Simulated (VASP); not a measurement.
# CoPtO2 (R-3m) in VASP: settings compared

The runs below take CoPtO2 through single point, with PBE, LDA.

Everything below comes from runs of VASP 6.6.1. Logs are shortened: lines on timing, memory, paths and dates and some standing lists are left out, and cuts for length are marked.

### Step 1. The cell of the first run

The structure is trigonal, space group R-3m (No. 166). The conventional cell has a = 2.825 Å, b = 2.825 Å, c = 17.818 Å, α = 90.00°, β = 90.00°, γ = 120.00°. Within 2.6 Å of Pt (site symmetry -3m) lie 2 O at 2.00 Å. Co (site symmetry -3m) has 6 O at 1.90 Å within 2.5 Å. Within 2.6 Å of O (site symmetry 3m) lie 3 Co at 1.90 Å and 1 Pt at 2.00 Å and 3 O at 2.53 Å.

### Step 2. Single point, PBE, collinear spin, ferromagnetic start

Contents of INCAR:

```
SYSTEM = CoPtO2
ALGO     = Normal         ! electronic algorithm
EDIFF    = 1E-6           ! SCF threshold, eV
ENCUT    = 520            ! plane-wave cutoff, eV
GGA      = PE             ! functional
ISIF     = 2              ! what is computed and relaxed
ISMEAR   = 0              ! smearing method
ISPIN    = 2              ! spin polarisation
LASPH    = .True.         ! aspherical terms in the spheres
LCHARG   = .True.         ! write CHGCAR
LELF     = .True.         ! ELF
LMAXMIX  = 4              ! l up to which the mixer works
LORBIT   = 11             ! projections on sites
LREAL    = .False.        ! projectors in reciprocal space
LVHAR    = .True.       
LWAVE    = .False.        ! write WAVECAR
MAGMOM   = 0 2 0 0        ! initial moments
NBANDS   = 28             ! bands
NELM     = 150            ! most SCF steps
PREC     = Accurate       ! precision mode
SIGMA    = 0.05           ! smearing width, eV
```

Contents of KPOINTS:

```
k-points
0
Gamma
  10 10 10
  0 0 0
```

Contents of POSCAR:

```
CoPtO2
1.0
    1.4122699173      0.8153744169      5.9393891094
   -1.4122699173      0.8153744169      5.9393891094
    0.0000000000     -1.6307488338      5.9393891094
Pt Co O
1 1 2
Direct
    0.0000000000      0.0000000000      0.0000000000
    0.5000000000      0.5000000000      0.5000000000
    0.1122440300      0.1122440300      0.1122440300
    0.8877559700      0.8877559700      0.8877559700
```

Potentials or basis: VASP PAW PBE potentials, release 64 (Pt, Co, O).

On the command line:

```console
cat potpaw_PBE.64/Pt/POTCAR potpaw_PBE.64/Co/POTCAR potpaw_PBE.64/O/POTCAR > POTCAR
mpirun -np 1 vasp_std > vasp.out
```

OUTCAR:

```text
SYSTEM = CoPtO2
   EDIFF = 1E-6
   ENCUT = 520
   GGA = PE
   ISIF = 2
   ISMEAR = 0
   ISPIN = 2
   LASPH = .True.
   LORBIT = 11
   LREAL = .False.
   NELM = 150
   PREC = Accurate

 ion  position               nearest neighbor table
   1  0.000  0.000  0.000-   3 2.00   4 2.00
   2  0.500  0.500  0.500-   3 1.90   4 1.90   3 1.90   3 1.90   4 1.90   4 1.90
   3  0.112  0.112  0.112-   2 1.90   2 1.90   2 1.90   1 2.00
   4  0.888  0.888  0.888-   2 1.90   2 1.90   2 1.90   1 2.00

  LATTYP: Found a trigonal (rhomboedric) cell.
 ALAT       =     6.1591951383
 COS(alpha) =     0.8948480128

  Lattice vectors:

 A1 = (   1.4122699173,   0.8153744169,   5.9393891094)
 A2 = (  -1.4122699173,   0.8153744169,   5.9393891094)
 A3 = (   0.0000000000,  -1.6307488338,   5.9393891094)

Analysis of symmetry for initial positions (statically):
=====================================================================
 Subroutine PRICEL returns:
 Original cell was already a primitive cell.

 Routine SETGRP: Setting up the symmetry group for a
 trigonal (rhombohedral) supercell.

 Subroutine GETGRP returns: Found 12 space group operations
 (whereof 12 operations were pure point group operations)
 out of a pool of 12 trial point group operations.

The static configuration has the point symmetry D_3d.

Analysis of symmetry for dynamics (positions and initial velocities):
=====================================================================
 Subroutine PRICEL returns:
 Original cell was already a primitive cell.

 Routine SETGRP: Setting up the symmetry group for a
 trigonal (rhombohedral) supercell.

 Subroutine GETGRP returns: Found 12 space group operations
 (whereof 12 operations were pure point group operations)
 out of a pool of 12 trial point group operations.

The dynamic configuration has the point symmetry D_3d.

Analysis of structural, dynamic, and magnetic symmetry:
=====================================================================
 Subroutine PRICEL returns:
 Original cell was already a primitive cell.

 Routine SETGRP: Setting up the symmetry group for a
 trigonal (rhombohedral) supercell.

 Subroutine GETGRP returns: Found 12 space group operations
 (whereof 12 operations were pure point group operations)
 out of a pool of 12 trial point group operations.

The overall configuration has the point symmetry D_3d.

 Subroutine INISYM returns: Found 12 space group operations
 (whereof 12 operations are pure point group operations),
 and found     1 'primitive' translations

----------------------------------------------------------------------------------------

                                     Primitive cell

  volume of cell :      41.0363

  direct lattice vectors                    reciprocal lattice vectors
     1.412269917  0.815374417  5.939389109     0.354039971  0.204405072  0.056122495
    -1.412269917  0.815374417  5.939389109    -0.354039971  0.204405072  0.056122495
     0.000000000 -1.630748834  5.939389109     0.000000000 -0.408810145  0.056122495

  length of vectors
     6.159195138  6.159195138  6.159195138     0.412644482  0.412644482  0.412644482

  position of ions in fractional coordinates (direct lattice)
     0.000000000  0.000000000  0.000000000
     0.500000000  0.500000000  0.500000000
     0.112244030  0.112244030  0.112244030
     0.887755970  0.887755970  0.887755970

  ion indices of the primitive-cell ions
   primitive index   ion index
                 1           1
                 2           2
                 3           3
                 4           4

----------------------------------------------------------------------------------------

 KPOINTS: k-points

Automatic generation of k-mesh.
 Grid dimensions read from file:
 generate k-points for:   10   10   10

 Generating k-lattice:

  Cartesian coordinates                     Fractional coordinates (reciprocal lattice)
     0.035403997  0.020440507  0.005612249     0.100000000  0.000000000  0.000000000
    -0.035403997  0.020440507  0.005612249     0.000000000  0.100000000  0.000000000
     0.000000000 -0.040881014  0.005612249     0.000000000  0.000000000  0.100000000

  Length of vectors
     0.041264448  0.041264448  0.041264448

  Shift w.r.t. Gamma in fractional coordinates (k-lattice)
     0.000000000  0.000000000  0.000000000

 Subroutine IBZKPT returns following result:
 ===========================================

 Found    116 irreducible k-points:

 Following reciprocal coordinates:
            Coordinates               Weight
  0.000000  0.000000  0.000000      1.000000
  0.100000 -0.000000 -0.000000      6.000000
  0.200000 -0.000000 -0.000000      6.000000
  0.300000  0.000000  0.000000      6.000000
  0.400000 -0.000000  0.000000      6.000000
  0.500000  0.000000  0.000000      3.000000
[... 16 lines left out ...]
  0.300000  0.300000  0.000000      6.000000
  0.400000  0.300000  0.000000     12.000000
 [... further k-points ...]
   k-points           NKPTS =    116   k-points in BZ     NKDIM =    116   number of bands    NBANDS=     28
   number of dos      NEDOS =    301   number of ions     NIONS =      4
   total plane-waves  NPLWV = 110592
   dimension x,y,z NGX =    48 NGY =   48 NGZ =   48
   dimension x,y,z NGXF=    96 NGYF=   96 NGZF=   96
   ions per type =               1   1   2
   NGX,Y,Z   is equivalent  to a cutoff of  12.96, 12.96, 12.96 a.u.
   NGXF,Y,Z  is equivalent  to a cutoff of  25.91, 25.91, 25.91 a.u.
 SYSTEM =  CoPtO2
   PREC   = accura    normal or accurate (medium, high low for compatibility)
   ISTART =      0    job   : 0-new  1-cont  2-samecut
   ICHARG =      2    charge: 1-file 2-atom 10-const
   ISPIN  =      2    spin polarized calculation?
   LNONCOLLINEAR =      F non collinear calculations
   LSORBIT =      F    spin-orbit coupling
   LASPH  =      T    aspherical Exc in radial PAW
   ENCUT  =  520.0 eV  38.22 Ry    6.18 a.u.  11.45 11.45 11.45*2*pi/ulx,y,z
   NELM   =    150;   NELMIN=  2; NELMDL= -5     # of ELM steps
   EDIFF  = 0.1E-05   stopping-criterion for ELM
   LREAL  =      F    real-space projection
   EDIFFG = 0.1E-04   stopping-criterion for IOM
   NSW    =      0    number of steps for IOM
   IBRION =     -1    ionic relax: 0-MD 1-quasi-New 2-CG
   NFREE  =      0    steps in history (QN), initial steepest desc. (CG)
   ISIF   =      2    stress and relaxation
   ISYM   =      2    0-nonsym 1-usesym 2-fastsym
   POTIM  = 0.5000    time-step for ionic-motion
   TEBEG  =    0.0;   TEEND  =   0.0 temperature during run
   PSTRESS=    0.0 pullay stress
   NELECT =      31.0000    total number of electrons
   NUPDOWN=      -1.0000    fix difference up-down
   EMIN   =  10.00;   EMAX   =-10.00  energy-range for DOS
   EFERMI =   0.00;   METHOD = LEGACY
   ISMEAR =     0;   SIGMA  =   0.05  broadening in eV -4-tet -1-fermi 0-gaus
   EFERMI_NEDOS =   21; number of points for ismear=-14 and -15
   IALGO  =     38    algorithm
   IMIX   =      4    mixing-type and parameters
     AMIX     =   0.40;   BMIX     =  1.00
     AMIX_MAG =   1.60;   BMIX_MAG =  1.00
  volume/ion in A,a.u.               =      10.26        69.23
  Fermi-wavevector in a.u.,A,eV,Ry     =   1.490983  2.817550 30.246177  2.223031
  Thomas-Fermi vector in A             =   2.603696
   LORBIT       =     11    0 simple, 1 ext, 2 COOP (PROOUT), +10 PAW based schemes
   GGA     = PE    functional components
   LHFCALC =     F    Hartree Fock is set to
   AEXX    =    0.0000 exact exchange contribution
   IVDW    =     0    specifies the selected vdW correction
   LEPSILON=     F    determine dielectric tensor
   LRPA    =     F    only Hartree local field effects (RPA)
 spin polarized calculation
 Gauss-broadening in eV      SIGMA  =   0.05
  energy-cutoff  :      520.00
  volume of cell :       41.04
 maximum number of plane-waves:      1122
 NGX is ok and might be reduce to    48
   NGX = 23   NGY = 23   NGZ = 23

 number of electron      30.9999999 magnetization       0.5351817

 number of electron      30.9999999 magnetization      -0.0889996

 Free energy of the ion-electron system (eV)
  ---------------------------------------------------
  ext. energy  EPLUGINS =         0.00000000
  ---------------------------------------------------
  free energy    TOTEN  =       -26.39536773 eV

  energy without entropy =      -26.39257485  energy(sigma->0) =      -26.39397129

 E-fermi :   8.7198     XC(G=0): -12.6866

 val. band max:        8.7158912697   @ k =  -0.3000   0.1000  -0.0000
 cond. band min:       8.7206059132   @ k =   0.4000   0.1000  -0.0000
 fundamental gap:      0.0047146435
 Fermi energy:         8.7198128360

 spin component 1

 k-point     1 :       0.0000    0.0000    0.0000
  band No.  band energies     occupation
      1     -12.8682      1.00000
      2     -10.9645      1.00000
      3      -0.9212      1.00000
      4       1.7040      1.00000
      5       2.2152      1.00000
      6       2.2152      1.00000
[... 19 lines left out ...]
     26      27.1288      0.00000
     27      30.3280      0.00000
[... 667 lines left out ...]
      5       1.6661      1.00000
      6       2.5167      1.00000
[... 19 lines left out ...]
     26      24.7725      0.00000
     27      26.1083      0.00000

 [... further k-points ...]

 spin component 2

 k-point     1 :       0.0000    0.0000    0.0000
  band No.  band energies     occupation
      1     -12.8697      1.00000
      2     -10.9659      1.00000
      3      -0.9262      1.00000
      4       1.6566      1.00000
      5       2.2137      1.00000
      6       2.2137      1.00000
[... 19 lines left out ...]
     26      27.1251      0.00000
     27      30.3249      0.00000
[... 667 lines left out ...]
      5       1.6636      1.00000
      6       2.5137      1.00000
[... 19 lines left out ...]
     26      24.7641      0.00000
     27      26.1010      0.00000

 [... further k-points ...]

 [bands above 27 left out]

------------------------ aborting loop because EDIFF is reached ----------------------------------------

  FORCE on cell =-STRESS in cart. coord.  units (eV):
  Direction    XX          YY          ZZ          XY          YZ          ZX
  --------------------------------------------------------------------------------------
  -------------------------------------------------------------------------------------
  Total        1.4847295      1.4847295      1.7853775      0.0000000      0.0000000      0.0000000
  in kB       57.9682374     57.9682374     69.7064255      0.0000000      0.0000000      0.0000000
  external PRESSURE =      61.8809668 kB  Pullay stress =       0.0000000 kB

 VOLUME and BASIS-vectors are now :
 -----------------------------------------------------------------------------
  energy-cutoff  :      520.00
  volume of cell :       41.04
      direct lattice vectors                 reciprocal lattice vectors
     1.412269917  0.815374417  5.939389109     0.354039971  0.204405072  0.056122495
    -1.412269917  0.815374417  5.939389109    -0.354039971  0.204405072  0.056122495
     0.000000000 -1.630748834  5.939389109     0.000000000 -0.408810145  0.056122495

 POSITION                                       TOTAL-FORCE (eV/Angst)
 -----------------------------------------------------------------------------------
      0.00000      0.00000      0.00000        -0.000000      0.000000     -0.000000
      0.00000      0.00000      8.90908         0.000000      0.000000     -0.000000
      0.00000      0.00000      1.99998        -0.000000     -0.000000     -0.044231
      0.00000      0.00000     15.81818        -0.000000      0.000000      0.044231
 -----------------------------------------------------------------------------------
    total drift:                                0.000000      0.000000     -0.000000

  FREE ENERGIE OF THE ION-ELECTRON SYSTEM (eV)
  ---------------------------------------------------
  free  energy   TOTEN  =       -26.3953677304 eV

  energy  without entropy=      -26.3925748515  energy(sigma->0) =      -26.39397129

 total charge

# of ion       s       p       d       tot
------------------------------------------
    1        0.652   0.578   8.002   9.232
    2        0.432   0.669   7.362   8.463
    3        1.557   3.458   0.000   5.015
    4        1.557   3.458   0.000   5.015
--------------------------------------------------
tot          4.198   8.163  15.364  27.725

 magnetization (x)

# of ion       s       p       d       tot
------------------------------------------
    1       -0.003  -0.002  -0.080  -0.086
    2       -0.000  -0.000   0.001   0.001
    3       -0.000  -0.001   0.000  -0.001
    4       -0.000  -0.001   0.000  -0.001
--------------------------------------------------
tot         -0.003  -0.004  -0.079  -0.086
```

It took 9.7 min on 1 thread of Intel Xeon 6975P-C (Granite Rapids), shared host; peak memory 0.55 GiB.

What came out:

| Quantity | Value |
| --- | --- |
| Free energy | -26.3954 eV |
| Pressure | 6.2 GPa |
| Largest force | 0.044 eV/Å |
| Net moment | -0.09 μB per cell |
| Site moments | Pt -0.09; Co +0.00; O -0.00 μB |
| Valence electrons inside the program's atomic spheres | Pt 9.23; Co 8.46; O 5.01 |

Forces in eV/Å, atoms in the order of the input:
```
Pt   0.000  0.000  0.000
Co   0.000  0.000  0.000
O    0.000  0.000 -0.044
O    0.000  0.000  0.044
```

Caveat: the cell stands under pressure; spin-orbit coupling is left out, which moves the levels of the heavy elements; semilocal functionals often make such compounds metallic where correlation or magnetic order opens a gap, which also shifts bond lengths.

### Step 3. Single point, LDA, collinear spin, ferromagnetic start

Contents of INCAR:

```
SYSTEM = CoPtO2
ALGO = Normal
EDIFF = 1E-7
ENCUT = 520
GGA = CA
ISIF = 2
ISMEAR = -1
ISPIN = 2
LASPH = .TRUE.
LCHARG = .FALSE.
LMAXMIX = 4
LORBIT = 11
LREAL = .FALSE.
LWAVE = .FALSE.
MAGMOM = 0 2 0 0
NBANDS = 28
NELM = 150
PREC = Accurate
SIGMA = 0.05
```

Contents of KPOINTS:

```
k-points
0
G
  11 11 11
  0 0 0
```

POSCAR is that of step 2.

Potentials or basis: VASP PAW LDA potentials, release 64 (Pt, Co, O).

On the command line:

```console
cat potpaw_LDA.64/Pt/POTCAR potpaw_LDA.64/Co/POTCAR potpaw_LDA.64/O/POTCAR > POTCAR
mpirun -np 1 vasp_std > vasp.out
```

Run time: 19 min. Hardware: 1 thread of Intel Xeon 6975P-C (Granite Rapids), shared host; peak memory 0.47 GiB.

It converged, with:

```yaml
Free_energy: -30.8613 eV
Pressure: -11.4 GPa
Largest_force: 0.090 eV/Å
Net_moment: 0.00 μB per cell
Valence_electrons_inside_the_program's_atomic_spheres: Pt 9.23; Co 8.50; O 4.98
```

Forces in eV/Å, atoms in the order of the input:
```
Pt   0.000  0.000  0.000
Co   0.000  0.000  0.000
O    0.000  0.000  0.090
O    0.000  0.000 -0.090
```

Stress tensor (GPa, compression positive):
```
-10.27   0.00   0.00
  0.00 -10.27   0.00
  0.00   0.00 -13.60
```

Levels at points of the mesh, in eV from the Fermi level:
Spin up:
| k point | band 12 | band 13 | band 14 | band 15 | band 16 | band 17 | band 18 | band 19 | band 20 | band 21 |
| --- | --- | --- | --- | --- | --- | --- | --- | --- | --- | --- |
| (0.00, 0.00, 0.00) | -1.88 | -1.88 | -1.63 | -1.63 | -1.46 | 1.80 | 1.80 | 2.74 | 5.40 | 8.88 |
Spin down:
```
           k point  band 13  band 14  band 15  band 16  band 17  band 18  band 19  band 20
(0.00, 0.00, 0.00)    -1.88    -1.63    -1.63    -1.46     1.80     1.80     2.74     5.40
```

Caveat: the cell stands under tension; the moments typed at the start vanished in this run; spin-orbit coupling is left out, which moves the levels of the heavy elements; semilocal functionals often make such compounds metallic where correlation or magnetic order opens a gap, which also shifts bond lengths. With open d or f shells a metallic result of LDA can be an artefact of self-interaction; +U or a hybrid may open a gap.

### Step 4. Single point, LDA, collinear spin, ferromagnetic start

This run uses another cell than the first one, of 10.46 Å³/atom.

Contents of INCAR:

```
SYSTEM = CoPtO2
ALGO = Normal ; EDIFF = 1E-6
ENCUT = 520 ; ISIF = 2
ISMEAR = -1 ; ISPIN = 2
LASPH = .True. ; LCHARG = .True.
LELF = .True. ; LMAXMIX = 4
LORBIT = 11 ; LREAL = .False.
LVHAR = .True. ; LWAVE = .False.
MAGMOM = 0 2 0 0 ; NBANDS = 28
NELM = 150 ; PREC = Accurate
SIGMA = 0.05
```

Contents of KPOINTS:

```
k-points
0
Gamma
  11 11 11
  0 0 0
```

Contents of POSCAR:

```
CoPtO2
1.0
    1.4216229708      0.8207744048      5.9787239584
   -1.4216229708      0.8207744048      5.9787239584
    0.0000000000     -1.6415488097      5.9787239584
Pt Co O
1 1 2
Direct
    0.0000000000      0.0000000000      0.0000000000
    0.5000000000      0.5000000000      0.5000000000
    0.1122440300      0.1122440300      0.1122440300
    0.8877559700      0.8877559700      0.8877559700
```

On the command line:

```console
cat potpaw_LDA.64/Pt/POTCAR potpaw_LDA.64/Co/POTCAR potpaw_LDA.64/O/POTCAR > POTCAR
mpirun -np 1 vasp_std > vasp.out
```

It took 16 min on 1 thread of Intel Xeon 6975P-C (Granite Rapids), shared host; peak memory 0.48 GiB.

Results (log left out):

| Quantity | Value |
| --- | --- |
| Free energy | -30.7921 eV |
| Pressure | -16.0 GPa |
| Largest force | 0.126 eV/Å |
| Net moment | 0.00 μB per cell |
| Valence electrons inside the program's atomic spheres | Pt 9.18; Co 8.44; O 4.96 |

Forces on the atoms (eV/Å):
```
Pt   0.000  0.000  0.000
Co   0.000  0.000  0.000
O    0.000  0.000  0.126
O    0.000  0.000 -0.126
```

Stress tensor (GPa, compression positive):
```
-14.44   0.00   0.00
  0.00 -14.44   0.00
  0.00   0.00 -19.18
```

Levels at points of the mesh, in eV from the Fermi level:
Spin up:
```
           k point  band 13  band 14  band 15  band 16  band 17  band 18  band 19  band 20
(0.00, 0.00, 0.00)    -1.80    -1.57    -1.57    -1.39     1.77     1.77     2.65     5.42
```
Spin down:
| k point | band 12 | band 13 | band 14 | band 15 | band 16 | band 17 | band 18 | band 19 | band 20 | band 21 |
| --- | --- | --- | --- | --- | --- | --- | --- | --- | --- | --- |
| (0.00, 0.00, 0.00) | -1.80 | -1.80 | -1.57 | -1.57 | -1.39 | 1.77 | 1.77 | 2.65 | 5.42 | 8.74 |

Caveat: the cell stands under tension; the moments typed at the start vanished in this run; spin-orbit coupling is left out, which moves the levels of the heavy elements; semilocal functionals often make such compounds metallic where correlation or magnetic order opens a gap, which also shifts bond lengths. With open d or f shells a metallic result of LDA can be an artefact of self-interaction; +U or a hybrid may open a gap.
